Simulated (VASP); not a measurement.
## CaGeBr: single point with PBE

The system is CaGeBr.

```
Ca Ge Br
1.0
     3.90702    0.00000    0.00000
     0.00000    4.99485    0.00000
     0.00000    0.00000    8.77331
Ca Ge Br
2 2 2
Direct
  0.00000 0.50000 0.21353
  0.50000 0.00000 0.78647
  0.50000 0.50000 0.49083
  0.00000 0.00000 0.50917
  0.50000 0.50000 0.93537
  0.00000 0.00000 0.06463
```

```
Program             : VASP 6.6.1
Task                : single point
Functional          : PBE
Potentials or basis : VASP PAW PBE potentials, release 64 (Ca_sv, Ge_d, Br)
Cutoff              : 520 eV
k mesh              : 4 × 4 × 2
Occupations         : gaussian, width 0.1 eV
Spin                : no spin polarisation
```

The pressure is 0.1 GPa. The largest force is 0.011 eV/Å. The band gap on the k mesh is zero (band 31 reaches 4.75 eV, above the bottom of band 32 at 2.43 eV).

Forces on the atoms (eV/Å):
```
Ca   0.000  0.000  0.004
Ca   0.000  0.000 -0.004
Ge   0.000  0.000 -0.007
Ge   0.000  0.000  0.007
Br   0.000  0.000  0.011
Br   0.000  0.000 -0.011
```

Stress tensor (GPa, compression positive):
```
-0.01  0.00  0.00
 0.00  0.30  0.00
 0.00  0.00  0.11
```

Levels at points of the mesh, in eV from the Fermi level:
```csv
k point,band 27,band 28,band 29,band 30,band 31,band 32,band 33,band 34,band 35,band 36
"(0.00, 0.00, 0.00)",-2.64,-2.10,-2.06,-1.47,0.32,0.50,1.82,2.24,3.03,3.20
"(0.50, 0.00, 0.00)",-3.52,-3.52,-0.72,-0.72,0.23,0.23,0.23,0.23,2.64,2.64
"(0.00, 0.50, 0.00)",-3.11,-3.11,-0.75,-0.75,1.54,1.54,1.64,1.64,1.95,1.95
"(0.50, 0.50, 0.00)",-2.87,-2.87,-2.77,-2.77,-0.19,-0.19,2.05,2.05,3.58,3.58
"(0.00, 0.00, 0.50)",-2.64,-2.11,-2.09,-2.05,0.34,0.48,2.03,2.40,3.23,3.26
"(0.50, 0.00, 0.50)",-3.57,-3.57,-0.68,-0.68,0.13,0.13,0.24,0.24,2.57,2.57
"(0.00, 0.50, 0.50)",-3.11,-3.11,-1.19,-1.19,1.61,1.61,1.82,1.82,2.15,2.15
"(0.50, 0.50, 0.50)",-3.07,-3.07,-2.60,-2.60,-0.21,-0.21,2.43,2.43,3.49,3.49
```

It took 2.1 min on 1 thread of Intel(R) Xeon(R) Platinum 8375C CPU @ 2.90GHz (Ice Lake) (shared host), peak memory 0.34 GiB.

Caveat: the k points lie up to 0.40 Å⁻¹ apart.
